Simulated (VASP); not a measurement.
A run of VASP 6.6.1 is set up as follows.

INCAR

```
PREC = Accurate ; ENCUT = 600
EDIFF = 1E-6 ; ISMEAR = 0
SIGMA = 0.1 ; LREAL = False
LASPH = True ; NELM = 200
ALGO = Normal ; ISIF = 2
LWAVE = False ; LCHARG = True
ISPIN = 2 ; MAGMOM = 2 2 -2 -2 0 0 0 0
LORBIT = 11 ; LMAXMIX = 4
LDAU = True ; LDAUTYPE = 2
LDAUL = 2 -1 ; LDAUU = 6.2 0
LDAUJ = 0 0 ; LDAUPRINT = 1
GGA = PS ; LELF = True
LVHAR = True ; NBANDS = 46
GGA_COMPAT = False
```

The input KPOINTS:

```
Automatic mesh
0
Gamma
  6 6 2
```

Contents of POSCAR:

```
NiS
1.0
    3.4250000000      0.0000000000      0.0000000000
   -1.7125000000      2.9661370080      0.0000000000
    0.0000000000      0.0000000000     10.6800000000
Ni S
4 4
Direct
    0.0000000000      0.0000000000      0.0000000000
    0.0000000000      0.0000000000      0.2500000000
    0.0000000000      0.0000000000      0.5000000000
    0.0000000000      0.0000000000      0.7500000000
    0.3333333330      0.6666666670      0.1250000000
    0.6666666670      0.3333333330      0.3750000000
    0.3333333330      0.6666666670      0.6250000000
    0.6666666670      0.3333333330      0.8750000000
```

Potentials or basis: VASP PAW PBE potentials, release 64 (Ni, S).

The run is started by

```bash
$ cat potpaw_PBE.64/Ni/POTCAR potpaw_PBE.64/S/POTCAR > POTCAR
$ mpirun -np 1 vasp_std > vasp.out
```

(1) Predict the site moments.

(2) Predict the net moment.

Results:

(1) Ni +1.47, -1.47 (each value once); S +0.20, +0.00, -0.20 (each value once) μB.

(2) 0.00 μB per cell.

Caveat: the antiferromagnetic order is the one typed at the start, and another may lie lower.
